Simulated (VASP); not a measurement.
CdI2, 3 atoms in the cell. It takes space group P-3m1 (No. 164, trigonal). The conventional cell has a = 4.330 Å, b = 4.330 Å, c = 7.815 Å, α = 90.00°, β = 90.00°, γ = 120.00°. Cd (site symmetry -3m) has 6 I at 3.03 Å within 4.0 Å. Within 4.0 Å of I (site symmetry 3m) lie 3 Cd at 3.03 Å. 

- Program: VASP 6.6.1
- Task: single point
- Functional: RPBE
- Potentials or basis: VASP PAW PBE potentials, release 64 (Cd, I)
- Cutoff: 500 eV
- k mesh: 10 × 10 × 6
- Occupations: fermi-dirac, width 0.01 eV
- Spin: no spin polarisation
- Dipole correction: no
- Further INCAR settings: ALGO = Normal; EDIFF = 1e-06; NBANDS = 20

Potentials or basis: VASP PAW PBE potentials, release 64 (Cd, I).

Launch:

```sh
$ cat potpaw_PBE.64/Cd/POTCAR potpaw_PBE.64/I/POTCAR > POTCAR
$ mpirun -np 1 vasp_std > vasp.out
```

Hardware: 1 thread of AMD EPYC 9R45 96-Core Processor (Zen 5), with other jobs on the host.

Task: Estimate the wall time of this run.

Result: Run time: 86 s on 1 thread of AMD EPYC 9R45 96-Core Processor (Zen 5), on a shared host, peak memory 0.31 GiB. Counts: scf iterations 13, k points 72.
